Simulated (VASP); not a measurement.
A run of VASP 6.6.1 is set up as follows.

File POSCAR:

```
C
1.0
    0.0000000000      1.7833700000      1.7833700000
    1.7833700000      0.0000000000      1.7833700000
    1.7833700000      1.7833700000      0.0000000000
C
2
Direct
    0.0000000000      0.0000000000      0.0000000000
    0.2500000000      0.2500000000      0.2500000000
```

File INCAR.step1:

```
SYSTEM = C
  PREC = Accurate
  ENCUT = 500
  EDIFF = 1E-8
  ISMEAR = 0
  SIGMA = 0.01
  LREAL = .FALSE.
  LASPH = .TRUE.
  NELM = 60
  ALGO = Normal
  LWAVE = .TRUE.
  LCHARG = .FALSE.
  GGA = PS
```

INCAR.step2

```
SYSTEM = C
  PREC = Accurate
  ENCUT = 500
  EDIFF = 1E-8
  ISMEAR = 0
  SIGMA = 0.01
  LREAL = .FALSE.
  LASPH = .TRUE.
  NELM = 1
  ALGO = Exact
  LWAVE = .TRUE.
  LCHARG = .FALSE.
  GGA = PS
  NBANDS = 48
  LOPTICS = .TRUE.
  ISTART = 1
```

File INCAR.step3:

```
SYSTEM = C
  PREC = Accurate
  ENCUT = 500
  EDIFF = 1E-8
  ISMEAR = 0
  SIGMA = 0.01
  LREAL = .FALSE.
  LASPH = .TRUE.
  ALGO = EVGW0
  LWAVE = .FALSE.
  LCHARG = .FALSE.
  GGA = PS
  NELMGW = 1
  NBANDS = 48
  ENCUTGW = 80.0
  NOMEGA = 48
  PRECFOCK = Fast
  ISTART = 1
  NBANDSGW = 12
```

Contents of KPOINTS:

```
regular mesh
0
G
  6 6 6
  0 0 0
```

Potentials or basis: VASP PAW PBE potentials, release 64 (C_GW).

The run is started by

```console
$ cat potpaw_PBE.64/C_GW/POTCAR > POTCAR
$ cp INCAR.step1 INCAR
$ mpirun -np 1 vasp_std > vasp.out
$ cp INCAR.step2 INCAR
$ mpirun -np 1 vasp_std > vasp.out
$ cp INCAR.step3 INCAR
$ mpirun -np 1 vasp_std > vasp.out
```

Q: What does it give for the quasiparticle gap?

A: 5.12 eV.

Q: Predict the least direct quasiparticle gap.

A: 7.05 eV.

Q: Predict the band gap on the k mesh, mean-field level.

A: 4.04 eV, indirect (least direct gap 5.54 eV).

Caveat: the k points lie up to 0.51 Å⁻¹ apart; bands, screening cutoff and mesh are small and nothing is extrapolated, so the quasiparticle values aren't converged. A k mesh can miss the band edges.
